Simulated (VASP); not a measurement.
Crystal: BAs.

```xyz
2
Lattice="0.0000 2.3919 2.3919 2.3919 0.0000 2.3919 2.3919 2.3919 0.0000" Properties=species:S:1:pos:R:3 pbc="T T T"
B     0.0000    0.0000    0.0000
As    1.1959    1.1959    1.1959
```

Base run:

| Property | Result |
| --- | --- |
| Program | VASP 6.6.1 |
| Functional | PBE0 |
| Potentials or basis | VASP PAW PBE potentials, release 64 (B, As) |
| Cutoff | 520 eV |
| k mesh | 6 × 6 × 6 |
| Occupations | gaussian, width 0.01 eV |
| Spin | no spin polarisation |

Its results: band gap on the k mesh 2.65 eV, indirect (least direct gap 4.81 eV); pressure -1.3 GPa.

After a change of settings the same cell gave: band gap on the k mesh 1.28 eV, indirect (least direct gap 3.27 eV); pressure 2.8 GPa. Which change was it?
A. functional from PBE0 to HSE06; further incar settings from ALGO = Normal; EDIFF = 1e-06; NBANDS = 11 to ALGO = Normal; EDIFF = 1e-07; NBANDS = 11
B. functional from PBE0 to PBE
C. functional from PBE0 to r2SCAN; k mesh from 6 × 6 × 6 to 10 × 10 × 10

B.

PBE0 gives the wider gap, since exact exchange removes part of the self-interaction.

Caveats: the PAW data sets were made with another functional, which shifts forces and pressure a little (some runs).
